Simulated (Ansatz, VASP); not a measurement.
Mg2NCl: VASP beside Ansatz

Contents of INCAR:

```
SYSTEM = Mg2NCl
ALGO     = Normal         ! electronic algorithm
EDIFF    = 1E-7           ! SCF threshold, eV
ENCUT    = 520            ! plane-wave cutoff, eV
GGA      = PS             ! functional
ISIF     = 2              ! what is computed and relaxed
ISMEAR   = -1             ! smearing method
LASPH    = .True.         ! aspherical terms in the spheres
LCHARG   = .False.        ! write CHGCAR
LREAL    = .False.        ! projectors in reciprocal space
LWAVE    = .False.        ! write WAVECAR
NBANDS   = 16             ! bands
NELM     = 60             ! most SCF steps
PREC     = Accurate       ! precision mode
SIGMA    = 0.001          ! smearing width, eV
```

The input KPOINTS:

```
k-points
0
Gamma
  6 6 6
  0 0 0
```

Contents of POSCAR:

```
Mg2NCl
1.0
    1.6466125277      0.9506721861      5.9379615109
   -1.6466125277      0.9506721861      5.9379615109
    0.0000000000     -1.9013443722      5.9379615109
Mg N Cl
2 1 1
Direct
    0.2229104120      0.2229104120      0.2229104120
    0.7770895880      0.7770895880      0.7770895880
    0.5000000000      0.5000000000      0.5000000000
    0.0000000000      0.0000000000      0.0000000000
```

Input for Ansatz:

```yaml
crystal:
  lattice:
    - [1.6466125277, 0.9506721861, 5.9379615109]
    - [-1.6466125277, 0.9506721861, 5.9379615109]
    - [0.0, -1.9013443722, 5.9379615109]
  atoms:
    - { symbol: Mg, position: [0.222910412, 0.222910412, 0.222910412] }
    - { symbol: Mg, position: [0.777089588, 0.777089588, 0.777089588] }
    - { symbol: "N", position: [0.5, 0.5, 0.5] }
    - { symbol: Cl, position: [0.0, 0.0, 0.0] }
kpoints:
  mp_grid: { grid: [6, 6, 6] }
hamiltonian:
  xc: pbesol
scf:
  occupations: { method: fermi_dirac, width: 0.001 }
  n_extra_bands: 5
output:
  forces: true
  stress: true
  eigenvalues: true
```

Alike in both runs: task single point; functional PBEsol; k mesh 6 × 6 × 6; occupations fermi-dirac, width 0.001 eV; no spin polarisation.

|  | VASP | Ansatz |
| --- | --- | --- |
| version | VASP 6.6.1 | Ansatz 0.2.0 |
| potentials or method | VASP PAW PBE potentials, release 64 (Mg, N, Cl) | plane waves |
| plane-wave cutoff (eV) | 520 | 420 |
| valence electrons in the cell | 16 | 32 |

Ansatz gave:

| Item | Value |
| --- | --- |
| gap on the k mesh at the Fermi level (eV) | 2.36 |
| pressure (GPa) | -0.3 |
| traceless stress, the component that is largest in VASP (GPa) | 0.23 |
| rms of the force components (eV/Å) | 0.030 |

**Question.** Which values does VASP return?

**Answer.** gap on the k mesh at the Fermi level (eV): 2.34; pressure (GPa): -0.6; traceless stress, the component that is largest in VASP (GPa): 0.16; rms of the force components (eV/Å): 0.011.

VASP's potentials were made for PBE, not for PBEsol. Atom by atom the forces differ by 0.018 eV/Å (rms over components). VASP's potentials hold 16 valence electrons a cell and Ansatz's 32, so a difference there can come from the potentials and not from the codes.
